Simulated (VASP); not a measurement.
# TiAl3 (I4/mmm) in VASP: single point with PBE

Aim: the single point of TiAl3 with PBE.

Everything below comes from runs of VASP 6.6.1. Logs are shortened: lines on timing, memory, paths and dates and some standing lists are left out, and cuts for length are marked.

## (1) The cell of the first run

The structure is tetragonal, space group I4/mmm (No. 139). Conventional cell: a = 3.847 Å, b = 3.847 Å, c = 8.360 Å, α = 90.00°, β = 90.00°, γ = 90.00°. Within 3.6 Å of Ti (site symmetry 4/mmm) lie 12 Al at 2.72 to 2.84 Å. Al (site symmetry 4/mmm) has 4 Ti at 2.72 Å and 8 Al at 2.84 Å within 3.6 Å. Within 3.6 Å of Al (site symmetry -4m2) lie 8 Al at 2.72 to 2.84 Å and 4 Ti at 2.84 Å.

## (2) Single point, PBE (strained)

File INCAR:

```
ALGO = Fast ; EDIFF = 1E-7
ENCUT = 520 ; GGA = PE
ISIF = 2 ; ISMEAR = 0
LASPH = True ; LCHARG = False
LREAL = False ; LWAVE = False
NBANDS = 18 ; NELM = 100
PREC = Accurate ; SIGMA = 0.1
```

File KPOINTS:

```
k-points
0
Gamma
  16 16 16
```

File POSCAR:

```
TiAl3
1.0
   -1.9236054096      1.9236054096      4.1802443048
    1.9236054096     -1.9236054096      4.1802443048
    1.9236054096      1.9236054096     -4.1802443048
Ti Al
1 3
Direct
    0.0000000000      0.0000000000      0.0000000000
    0.5000000000      0.5000000000      0.0000000000
    0.7500000000      0.2500000000      0.5000000000
    0.2500000000      0.7500000000      0.5000000000
```

Potentials or basis: VASP PAW PBE potentials, release 64 (Ti_sv, Al).

Started as:

```
$ cat potpaw_PBE.64/Ti_sv/POTCAR potpaw_PBE.64/Al/POTCAR > POTCAR
$ mpirun -np 1 vasp_std > vasp.out
```

OUTCAR:

```text
EDIFF = 1E-7
   ENCUT = 520
   GGA = PE
   ISIF = 2
   ISMEAR = 0
   LASPH = True
   LREAL = False
   NELM = 100
   PREC = Accurate

 ion  position               nearest neighbor table
   1  0.000  0.000  0.000-   2 2.72   2 2.72   2 2.72   2 2.72   4 2.84   3 2.84   4 2.84   4 2.84
                             3 2.84   3 2.84   4 2.84   3 2.84
   2  0.500  0.500  0.000-   1 2.72   1 2.72   1 2.72   1 2.72   4 2.84   3 2.84   4 2.84   3 2.84
                             4 2.84   4 2.84   3 2.84   3 2.84
   3  0.750  0.250  0.500-   4 2.72   4 2.72   4 2.72   4 2.72   2 2.84   1 2.84   2 2.84   1 2.84
                             2 2.84   2 2.84   1 2.84   1 2.84
   4  0.250  0.750  0.500-   3 2.72   3 2.72   3 2.72   3 2.72   2 2.84   1 2.84   2 2.84   2 2.84
                             1 2.84   1 2.84   2 2.84   1 2.84

  LATTYP: Found a body centered tetragonal cell.
 ALAT       =     3.8472108192
 C/A-ratio  =     2.1731298342

  Lattice vectors:

 A1 = (  -1.9236054096,   1.9236054096,   4.1802443048)
 A2 = (   1.9236054096,  -1.9236054096,   4.1802443048)
 A3 = (   1.9236054096,   1.9236054096,  -4.1802443048)

Analysis of symmetry for initial positions (statically):
=====================================================================
 Subroutine PRICEL returns:
 Original cell was already a primitive cell.

 Routine SETGRP: Setting up the symmetry group for a
 body centered tetragonal supercell.

 Subroutine GETGRP returns: Found 16 space group operations
 (whereof 16 operations were pure point group operations)
 out of a pool of 16 trial point group operations.

The static configuration has the point symmetry D_4h.

Analysis of symmetry for dynamics (positions and initial velocities):
=====================================================================
 Subroutine PRICEL returns:
 Original cell was already a primitive cell.

 Routine SETGRP: Setting up the symmetry group for a
 body centered tetragonal supercell.

 Subroutine GETGRP returns: Found 16 space group operations
 (whereof 16 operations were pure point group operations)
 out of a pool of 16 trial point group operations.

The dynamic configuration has the point symmetry D_4h.

 Subroutine INISYM returns: Found 16 space group operations
 (whereof 16 operations are pure point group operations),
 and found     1 'primitive' translations

----------------------------------------------------------------------------------------

                                     Primitive cell

  volume of cell :      61.8719

  direct lattice vectors                    reciprocal lattice vectors
    -1.923605410  1.923605410  4.180244305     0.000000000  0.259928568  0.119610234
     1.923605410 -1.923605410  4.180244305     0.259928568  0.000000000  0.119610234
     1.923605410  1.923605410 -4.180244305     0.259928568  0.259928568  0.000000000

  length of vectors
     4.987480124  4.987480124  4.987480124     0.286128413  0.286128413  0.367594506

  position of ions in fractional coordinates (direct lattice)
     0.000000000  0.000000000  0.000000000
     0.500000000  0.500000000  0.000000000
     0.750000000  0.250000000  0.500000000
     0.250000000  0.750000000  0.500000000

  ion indices of the primitive-cell ions
   primitive index   ion index
                 1           1
                 2           2
                 3           3
                 4           4

----------------------------------------------------------------------------------------

 KPOINTS: k-points

Automatic generation of k-mesh.
 Grid dimensions read from file:
 generate k-points for:   16   16   16

 Generating k-lattice:

  Cartesian coordinates                     Fractional coordinates (reciprocal lattice)
     0.000000000  0.016245536  0.007475640     0.062500000  0.000000000  0.000000000
     0.016245536  0.000000000  0.007475640     0.000000000  0.062500000  0.000000000
     0.016245536  0.016245536  0.000000000     0.000000000  0.000000000  0.062500000

  Length of vectors
     0.017883026  0.017883026  0.022974657

  Shift w.r.t. Gamma in fractional coordinates (k-lattice)
     0.000000000  0.000000000  0.000000000

 Subroutine IBZKPT returns following result:
 ===========================================

 Found    349 irreducible k-points:

 Following reciprocal coordinates:
            Coordinates               Weight
  0.000000  0.000000  0.000000      1.000000
  0.062500  0.000000  0.000000      8.000000
  0.125000  0.000000  0.000000      8.000000
  0.187500  0.000000  0.000000      8.000000
  0.250000  0.000000  0.000000      8.000000
  0.312500  0.000000  0.000000      8.000000
[... 16 lines left out ...]
 -0.125000  0.062500  0.000000     16.000000
 -0.062500  0.062500  0.000000      4.000000
 [... further k-points ...]
   k-points           NKPTS =    349   k-points in BZ     NKDIM =    349   number of bands    NBANDS=     18
   number of dos      NEDOS =    301   number of ions     NIONS =      4
   total plane-waves  NPLWV =  64000
   dimension x,y,z NGX =    40 NGY =   40 NGZ =   40
   dimension x,y,z NGXF=    80 NGYF=   80 NGZF=   80
   ions per type =               1   3
   NGX,Y,Z   is equivalent  to a cutoff of  13.33, 13.33, 13.33 a.u.
   NGXF,Y,Z  is equivalent  to a cutoff of  26.67, 26.67, 26.67 a.u.
 SYSTEM =  unknown system
   PREC   = accura    normal or accurate (medium, high low for compatibility)
   ISTART =      0    job   : 0-new  1-cont  2-samecut
   ICHARG =      2    charge: 1-file 2-atom 10-const
   ISPIN  =      1    spin polarized calculation?
   LNONCOLLINEAR =      F non collinear calculations
   LSORBIT =      F    spin-orbit coupling
   LASPH  =      T    aspherical Exc in radial PAW
   ENCUT  =  520.0 eV  38.22 Ry    6.18 a.u.   9.27  9.27  9.27*2*pi/ulx,y,z
   NELM   =    100;   NELMIN=  2; NELMDL= -5     # of ELM steps
   EDIFF  = 0.1E-06   stopping-criterion for ELM
   LREAL  =      F    real-space projection
   EDIFFG = 0.1E-05   stopping-criterion for IOM
   NSW    =      0    number of steps for IOM
   IBRION =     -1    ionic relax: 0-MD 1-quasi-New 2-CG
   NFREE  =      0    steps in history (QN), initial steepest desc. (CG)
   ISIF   =      2    stress and relaxation
   ISYM   =      2    0-nonsym 1-usesym 2-fastsym
   POTIM  = 0.5000    time-step for ionic-motion
   TEBEG  =    0.0;   TEEND  =   0.0 temperature during run
   PSTRESS=    0.0 pullay stress
   NELECT =      21.0000    total number of electrons
   NUPDOWN=      -1.0000    fix difference up-down
   EMIN   =  10.00;   EMAX   =-10.00  energy-range for DOS
   EFERMI =   0.00;   METHOD = LEGACY
   ISMEAR =     0;   SIGMA  =   0.10  broadening in eV -4-tet -1-fermi 0-gaus
   EFERMI_NEDOS =   21; number of points for ismear=-14 and -15
   IALGO  =     68    algorithm
   IMIX   =      4    mixing-type and parameters
     AMIX     =   0.40;   BMIX     =  1.00
     AMIX_MAG =   1.60;   BMIX_MAG =  1.00
  volume/ion in A,a.u.               =      15.47       104.38
  Fermi-wavevector in a.u.,A,eV,Ry     =   1.141958  2.157987 17.742917  1.304068
  Thomas-Fermi vector in A             =   2.278657
   LORBIT       =      0    0 simple, 1 ext, 2 COOP (PROOUT), +10 PAW based schemes
   GGA     = PE    functional components
   LHFCALC =     F    Hartree Fock is set to
   AEXX    =    0.0000 exact exchange contribution
   IVDW    =     0    specifies the selected vdW correction
   LEPSILON=     F    determine dielectric tensor
   LRPA    =     F    only Hartree local field effects (RPA)
 non-spin polarized calculation
 RMM-DIIS sequential band-by-band and
 Gauss-broadening in eV      SIGMA  =   0.10
  energy-cutoff  :      520.00
  volume of cell :       61.87
 maximum number of plane-waves:      1682
 NGX is ok and might be reduce to    40
   NGX = 19   NGY = 19   NGZ = 19

 number of electron      20.9999998 magnetization

 Free energy of the ion-electron system (eV)
  ---------------------------------------------------
  ext. energy  EPLUGINS =         0.00000000
  ---------------------------------------------------
  free energy    TOTEN  =       -20.62425020 eV

  energy without entropy =      -20.61476940  energy(sigma->0) =      -20.61950980

 E-fermi :   8.4872     XC(G=0): -10.8375

 val. band max:        8.4870243031   @ k =  -0.1250  -0.3125   0.0625
 cond. band min:       8.4876398077   @ k =  -0.2500  -0.3125   0.1875
 fundamental gap:      0.0006155046
 Fermi energy:         8.4871951397

 k-point     1 :       0.0000    0.0000    0.0000
  band No.  band energies     occupation
      1     -47.9463      2.00000
      2     -24.2707      2.00000
      3     -24.2707      2.00000
      4     -24.1787      2.00000
      5      -1.7088      2.00000
      6       5.8425      2.00000
[... 10 lines left out ...]
     17      12.4178      0.00000
     18      12.5598      0.00000

 k-point     2 :       0.0625    0.0000    0.0000
  band No.  band energies     occupation
      1     -47.9462      2.00000
      2     -24.2717      2.00000
      3     -24.2707      2.00000
      4     -24.1787      2.00000
      5      -1.6599      2.00000
      6       5.5466      2.00000
[... 10 lines left out ...]
     17      12.5538      0.00000
     18      12.7296      0.00000

 k-point     3 :       0.1250    0.0000    0.0000
  band No.  band energies     occupation
      1     -47.9461      2.00000
      2     -24.2746      2.00000
      3     -24.2705      2.00000
      4     -24.1786      2.00000
      5      -1.5138      2.00000
      6       5.1675      2.00000
[... 10 lines left out ...]
     17      12.6100      0.00000
     18      13.3432      0.00000

 k-point     4 :       0.1875    0.0000    0.0000
  band No.  band energies     occupation
      1     -47.9459      2.00000
      2     -24.2789      2.00000
      3     -24.2702      2.00000
      4     -24.1784      2.00000
      5      -1.2722      2.00000
      6       4.7392      2.00000
[... 375 lines left out ...]
      4     -24.1782      2.00000
      5      -1.2740      2.00000
      6       5.0240      2.00000
[... 10 lines left out ...]
     17      12.7667      0.00000
     18      13.9814      0.00000

 k-point    23 :      -0.1250    0.0625    0.0000
  band No.  band energies     occupation
      1     -47.9461      2.00000
      2     -24.2745      2.00000
      3     -24.2714      2.00000
      4     -24.1784      2.00000
      5      -1.4989      2.00000
      6       5.5266      2.00000
[... 10 lines left out ...]
     17      12.6349      0.00000
     18      13.3925      0.00000

 k-point    24 :      -0.0625    0.0625    0.0000
  band No.  band energies     occupation
      1     -47.9462      2.00000
      2     -24.2717      2.00000
      3     -24.2716      2.00000
      4     -24.1785      2.00000
      5      -1.6280      2.00000
      6       5.9088      2.00000
[... 10 lines left out ...]
     17      12.5411      0.00000
     18      12.7972      0.00000

 [... further k-points ...]

------------------------ aborting loop because EDIFF is reached ----------------------------------------

  FORCE on cell =-STRESS in cart. coord.  units (eV):
  Direction    XX          YY          ZZ          XY          YZ          ZX
  --------------------------------------------------------------------------------------
  -------------------------------------------------------------------------------------
  Total        0.5544709      0.5544709      2.7097330      0.0000000      0.0000000      0.0000000
  in kB       14.3580583     14.3580583     70.1687030      0.0000000      0.0000000      0.0000000
  external PRESSURE =      32.9616066 kB  Pullay stress =       0.0000000 kB

 VOLUME and BASIS-vectors are now :
 -----------------------------------------------------------------------------
  energy-cutoff  :      520.00
  volume of cell :       61.87
      direct lattice vectors                 reciprocal lattice vectors
    -1.923605410  1.923605410  4.180244305     0.000000000  0.259928568  0.119610234
     1.923605410 -1.923605410  4.180244305     0.259928568  0.000000000  0.119610234
     1.923605410  1.923605410 -4.180244305     0.259928568  0.259928568  0.000000000

 POSITION                                       TOTAL-FORCE (eV/Angst)
 -----------------------------------------------------------------------------------
      0.00000      0.00000      0.00000        -0.000000      0.000000      0.000000
      0.00000      0.00000      4.18024        -0.000000      0.000000      0.000000
      0.00000      1.92361      2.09012        -0.000000     -0.000000     -0.000000
      1.92361      0.00000      2.09012         0.000000      0.000000     -0.000000
 -----------------------------------------------------------------------------------
    total drift:                               -0.000000     -0.000000     -0.000000

  FREE ENERGIE OF THE ION-ELECTRON SYSTEM (eV)
  ---------------------------------------------------
  free  energy   TOTEN  =       -20.6242502007 eV

  energy  without entropy=      -20.6147693964  energy(sigma->0) =      -20.61950980
```

It took 13 min on 1 thread of Intel Xeon 6975P-C (Granite Rapids), shared host; peak memory 0.54 GiB.

What came out:

- Free energy: -20.6243 eV
- Pressure: 3.3 GPa
- Band gap on the k mesh: zero (an odd number of electrons rules out a gap without spin polarisation)

Caveat: the cell differs from its parent crystal (strained); the cell stands under pressure.
